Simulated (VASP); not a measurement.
# MoS2 (R3m) in VASP: further runs

MoS2 is run at these levels: PBEsol; tasks: single point, relaxation of cell and atoms.

Everything below comes from runs of VASP 6.6.1. Logs are shortened: lines on timing, memory, paths and dates and some standing lists are left out, and cuts for length are marked.

## 1. The cell of the first run

It takes space group R3m (No. 160, trigonal). Conventional cell: a = 3.143 Å, b = 3.143 Å, c = 18.842 Å, α = 90.00°, β = 90.00°, γ = 120.00°. Within 3.2 Å of Mo (site symmetry 3m) lie 6 S at 2.39 Å and 6 Mo at 3.14 Å. Within 3.2 Å of S (site symmetry 3m) lie 3 Mo at 2.39 Å and 7 S at 3.12 to 3.14 Å. S (site symmetry 3m) has 3 Mo at 2.39 Å and 7 S at 3.12 to 3.14 Å within 3.2 Å.

## 2. Single point, PBEsol

INCAR

```
  PREC = Accurate
  ENCUT = 520
  EDIFF = 1E-7
  ISMEAR = 0
  SIGMA = 0.01
  LREAL = False
  LASPH = True
  NELM = 60
  ALGO = Normal
  ISIF = 2
  LWAVE = False
  LCHARG = False
  GGA = PS
  NBANDS = 20
```

KPOINTS

```
Automatic mesh
0
Gamma
  8 8 8
```

POSCAR

```
MoS2
1.0
    1.5715746966      0.9073490741      6.2807225860
   -1.5715746966      0.9073490741      6.2807225860
    0.0000000000     -1.8146981482      6.2807225860
Mo S
1 2
Direct
    0.0001014611      0.0001014611      0.0001014611
    0.2507571383      0.2507571383      0.2507571383
    0.4161414006      0.4161414006      0.4161414006
```

Potentials or basis: VASP PAW PBE potentials, release 64 (Mo_sv, S).

On the command line:

```bash
> cat potpaw_PBE.64/Mo_sv/POTCAR potpaw_PBE.64/S/POTCAR > POTCAR
> mpirun -np 1 vasp_std > vasp.out
```

OUTCAR:

```text
PREC = Accurate
   ENCUT = 520
   EDIFF = 1E-7
   ISMEAR = 0
   LREAL = False
   LASPH = True
   NELM = 60
   ISIF = 2
   GGA = PS

 ion  position               nearest neighbor table
   1  0.000  0.000  0.000-   2 2.39   2 2.39   2 2.39   3 2.39   3 2.39   3 2.39
   2  0.251  0.251  0.251-   1 2.39   1 2.39   1 2.39
   3  0.416  0.416  0.416-   1 2.39   1 2.39   1 2.39

  LATTYP: Found a trigonal (rhomboedric) cell.
 ALAT       =     6.5376299659
 COS(alpha) =     0.8844262034

  Lattice vectors:

 A1 = (   1.5715746966,   0.9073490741,   6.2807225860)
 A2 = (  -1.5715746966,   0.9073490741,   6.2807225860)
 A3 = (   0.0000000000,  -1.8146981482,   6.2807225860)

Analysis of symmetry for initial positions (statically):
=====================================================================
 Subroutine PRICEL returns:
 Original cell was already a primitive cell.

 Routine SETGRP: Setting up the symmetry group for a
 trigonal (rhombohedral) supercell.

 Subroutine GETGRP returns: Found  6 space group operations
 (whereof  6 operations were pure point group operations)
 out of a pool of 12 trial point group operations.

The static configuration has the point symmetry C_3v.

Analysis of symmetry for dynamics (positions and initial velocities):
=====================================================================
 Subroutine PRICEL returns:
 Original cell was already a primitive cell.

 Routine SETGRP: Setting up the symmetry group for a
 trigonal (rhombohedral) supercell.

 Subroutine GETGRP returns: Found  6 space group operations
 (whereof  6 operations were pure point group operations)
 out of a pool of 12 trial point group operations.

The dynamic configuration has the point symmetry C_3v.

 Subroutine INISYM returns: Found  6 space group operations
 (whereof  6 operations are pure point group operations),
 and found     1 'primitive' translations

----------------------------------------------------------------------------------------

                                     Primitive cell

  volume of cell :      53.7366

  direct lattice vectors                    reciprocal lattice vectors
     1.571574697  0.907349074  6.280722586     0.318152234  0.183685278  0.053072450
    -1.571574697  0.907349074  6.280722586    -0.318152234  0.183685278  0.053072450
     0.000000000 -1.814698148  6.280722586     0.000000000 -0.367370555  0.053072450

  length of vectors
     6.537629966  6.537629966  6.537629966     0.371184334  0.371184334  0.371184334

[... 81 lines left out ...]
   NELM   =     60;   NELMIN=  2; NELMDL= -5     # of ELM steps
   EDIFF  = 0.1E-06   stopping-criterion for ELM
   LREAL  =      F    real-space projection
   EDIFFG = 0.1E-05   stopping-criterion for IOM
   NSW    =      0    number of steps for IOM
   IBRION =     -1    ionic relax: 0-MD 1-quasi-New 2-CG
   NFREE  =      0    steps in history (QN), initial steepest desc. (CG)
   ISIF   =      2    stress and relaxation
   ISYM   =      2    0-nonsym 1-usesym 2-fastsym
   POTIM  = 0.5000    time-step for ionic-motion
   TEBEG  =    0.0;   TEEND  =   0.0 temperature during run
   PSTRESS=    0.0 pullay stress
   NELECT =      26.0000    total number of electrons
   NUPDOWN=      -1.0000    fix difference up-down
   EMIN   =  10.00;   EMAX   =-10.00  energy-range for DOS
   EFERMI =   0.00;   METHOD = LEGACY
   ISMEAR =     0;   SIGMA  =   0.01  broadening in eV -4-tet -1-fermi 0-gaus
   EFERMI_NEDOS =   21; number of points for ismear=-14 and -15
   IALGO  =     38    algorithm
   IMIX   =      4    mixing-type and parameters
     AMIX     =   0.40;   BMIX     =  1.00
     AMIX_MAG =   1.60;   BMIX_MAG =  1.00
  volume/ion in A,a.u.               =      17.91       120.88
  Fermi-wavevector in a.u.,A,eV,Ry     =   1.285215  2.428705 22.473805  1.651778
  Thomas-Fermi vector in A             =   2.417363
   LORBIT       =      0    0 simple, 1 ext, 2 COOP (PROOUT), +10 PAW based schemes
   GGA     = PS    functional components
   LHFCALC =     F    Hartree Fock is set to
   AEXX    =    0.0000 exact exchange contribution
   IVDW    =     0    specifies the selected vdW correction
   LEPSILON=     F    determine dielectric tensor
   LRPA    =     F    only Hartree local field effects (RPA)
 non-spin polarized calculation
 Gauss-broadening in eV      SIGMA  =   0.01
  energy-cutoff  :      520.00
  volume of cell :       53.74
 maximum number of plane-waves:      1462
 NGX is ok and might be reduce to    50
   NGX = 25   NGY = 25   NGZ = 25

 number of electron      26.0000001 magnetization

 Free energy of the ion-electron system (eV)
  ---------------------------------------------------
  ext. energy  EPLUGINS =         0.00000000
  ---------------------------------------------------
  free energy    TOTEN  =       -23.45016801 eV

  energy without entropy =      -23.45016801  energy(sigma->0) =      -23.45016801

 E-fermi :   7.4517     XC(G=0): -10.9266

 val. band max:        7.2867502245   @ k =   0.5000   0.5000   0.5000
 cond. band min:       8.4059166487   @ k =  -0.2500   0.1250  -0.0000
 fundamental gap:      1.1191664241
 Fermi energy:         7.4516754207

 k-point     1 :       0.0000    0.0000    0.0000
  band No.  band energies     occupation
      1     -54.0187      2.00000
      2     -28.2304      2.00000
      3     -27.9681      2.00000
      4     -27.9681      2.00000
      5      -7.6568      2.00000
      6      -6.0169      2.00000
[... 541 lines left out ...]
     19      15.8459      0.00000
     20      16.0699      0.00000

 [... further k-points ...]

------------------------ aborting loop because EDIFF is reached ----------------------------------------

  FORCE on cell =-STRESS in cart. coord.  units (eV):
  Direction    XX          YY          ZZ          XY          YZ          ZX
  --------------------------------------------------------------------------------------
  -------------------------------------------------------------------------------------
  Total       -0.0011055     -0.0011055     -0.0081807     -0.0000000      0.0000000      0.0000000
  in kB       -0.0329598     -0.0329598     -0.2439106     -0.0000000      0.0000000      0.0000000
  external PRESSURE =      -0.1032767 kB  Pullay stress =       0.0000000 kB

 VOLUME and BASIS-vectors are now :
 -----------------------------------------------------------------------------
  energy-cutoff  :      520.00
  volume of cell :       53.74
      direct lattice vectors                 reciprocal lattice vectors
     1.571574697  0.907349074  6.280722586     0.318152234  0.183685278  0.053072450
    -1.571574697  0.907349074  6.280722586    -0.318152234  0.183685278  0.053072450
     0.000000000 -1.814698148  6.280722586     0.000000000 -0.367370555  0.053072450

 POSITION                                       TOTAL-FORCE (eV/Angst)
 -----------------------------------------------------------------------------------
      0.00000      0.00000      0.00191         0.000000      0.000000      0.000102
      0.00000      0.00000      4.72481         0.000000      0.000000     -0.000579
      0.00000      0.00000      7.84101         0.000000      0.000000      0.000477
 -----------------------------------------------------------------------------------
    total drift:                               -0.000000     -0.000000     -0.000138

  FREE ENERGIE OF THE ION-ELECTRON SYSTEM (eV)
  ---------------------------------------------------
  free  energy   TOTEN  =       -23.4501680072 eV

  energy  without entropy=      -23.4501680072  energy(sigma->0) =      -23.45016801
```

stdout:

```text
POSCAR found type information on POSCAR MoS
 POSCAR found :  2 types and       3 ions
 scaLAPACK will be used
 -----------------------------------------------------------------------------
|                                                                             |
|                                                                             |
|     You enforced a specific xc type in the INCAR file but a different       |
|     I HOPE YOU KNOW WHAT YOU ARE DOING!                                     |
|                                                                             |
 -----------------------------------------------------------------------------

 LDA part: xc-table for (Slater+PW92), standard interpolation
 POSCAR, INCAR and KPOINTS ok, starting setup
 FFT: planning ... GRIDC
 FFT: planning ... GRID_SOFT
 FFT: planning ... GRID
 WAVECAR not read
 entering main loop
```

Run time: 5.8 min. Hardware: 1 thread of Intel Xeon Platinum 8375C at 2.90GHz (Ice Lake), shared host; peak memory 0.36 GiB.

Results:

* Free energy: -23.4502 eV
* Pressure: 0.0 GPa
* Band gap on the k mesh: 1.12 eV (least direct gap 2.10 eV)

Caveat: the PAW data sets were made with another functional, which shifts forces and pressure a little. A k mesh can miss the band edges.

[end of part 1 of 2]
